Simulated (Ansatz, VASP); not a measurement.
# Two plane-wave programs on Sn2GeO2

```
Sn Ge O
1.0
    -1.85014    1.85014    6.36344
     1.85014   -1.85014    6.36344
     1.85014    1.85014   -6.36344
Sn Ge O
2 1 2
Direct
  0.34684 0.34684 0.00000
  0.65316 0.65316 0.00000
  0.00000 0.00000 0.00000
  0.75000 0.25000 0.50000
  0.25000 0.75000 0.50000
```

Change from the starting cell: species swapped into the HoGe2Rh2 type (I4/mmm, No. 139).

Alike in both runs: functional PBE; k mesh 6 × 6 × 6; occupations gaussian, width 0.1 eV; no spin polarisation.

Ansatz relaxed the structure, and its values are those at the end. VASP's run is a single point on that final structure, the one shown.

|  | VASP | Ansatz |
| --- | --- | --- |
| version | VASP 6.6.1 | Ansatz 0.2.0 |
| potentials or method | VASP PAW PBE potentials, release 64 (Sn_d, Ge_d, O), cutoff 520 eV | scalar-relativistic, plane waves, PAW |
| valence electrons in the cell | 54 | 54 |

```csv
,VASP,Ansatz,Ansatz less VASP
gap on the k mesh at the Fermi level (eV),none,none,-
pressure (GPa),0.2,0.0,-0.18
rms of the force components (eV/Å),0.021,0.006,-0.0147
```

A gap of «none» marks a metal or a gap that the smearing closes. With one functional, cell and mesh, what is left measures potentials, basis and numerics.

The k mesh is coarse, so the values compare programs but aren't converged.
